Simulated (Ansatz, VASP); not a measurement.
**One calculation of NaH, two programs**

```
Na H
1.0
     0.00000    2.39751    2.39751
     2.39751    0.00000    2.39751
     2.39751    2.39751    0.00000
Na H
1 1
Direct
  0.00000 0.00000 0.00000
  0.50000 0.50000 0.50000
```

Alike in both runs: task single point; functional LDA; k mesh 10 × 10 × 10; no spin polarisation.

|  | VASP | Ansatz |
| --- | --- | --- |
| version | VASP 6.6.1 | Ansatz 0.2.0 |
| potentials or method | VASP PAW LDA potentials, release 64 (Na_pv, H) | plane waves, PAW |
| plane-wave cutoff (eV) | 520 | 420 |
| occupations | gaussian, width 0.01 eV | fixed |
| valence electrons in the cell | 8 | 10 |

```tsv
	VASP	Ansatz	Ansatz less VASP
gap on the k mesh at the Fermi level (eV)	3.46	3.46	+0.001
pressure (GPa)	-1.7	-1.6	+0.06
```

LDA's correlation is that of Perdew and Zunger in VASP and of Perdew and Wang (1992) in Ansatz. VASP's potentials hold 8 valence electrons a cell and Ansatz's 10, so a difference there can come from the potentials and not from the codes.
